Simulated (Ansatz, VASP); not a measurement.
## Two plane-wave programs on Te5Pd

```xyz
6
Lattice="6.2579 0.0000 0.0000 0.0000 6.2579 0.0000 0.0000 0.0000 6.2579" Properties=species:S:1:pos:R:3 pbc="T T T"
Te    4.7819    4.7819    4.7819
Te    1.4760    1.4760    4.7819
Te    1.4760    4.7819    1.4760
Te    4.7819    1.4760    1.4760
Te    3.1290    3.1290    3.1290
Pd    0.0000    0.0000    0.0000
```

Alike in both runs: functional PBE; k mesh 4 × 4 × 4; occupations gaussian, width 0.1 eV; no spin polarisation.

Ansatz relaxed the structure, and its values are those at the end. VASP's run is a single point on that final structure, the one shown.

```csv
,VASP,Ansatz
version,VASP 6.6.1,Ansatz 0.2.0
potentials or method,"VASP PAW PBE potentials, release 64 (Te, Pd), cutoff 520 eV","scalar-relativistic, plane waves, PAW"
valence electrons in the cell,40,98
```

VASP gave:

```
gap on the k mesh at the Fermi level (eV) : none
pressure (GPa)                            : 0.0
rms of the force components (eV/Å)        : 0.007
```

Task: What did Ansatz give for the same quantities?

Result: gap on the k mesh at the Fermi level (eV): none; pressure (GPa): 0.0; rms of the force components (eV/Å): 0.001.

A gap of «none» marks a metal or a gap that the smearing closes. The functional is the same, so the differences come from potentials, cutoffs and numerics. VASP's potentials hold 40 valence electrons a cell and Ansatz's 98, so a difference there can come from the potentials and not from the codes.

Spin-orbit coupling is off throughout.
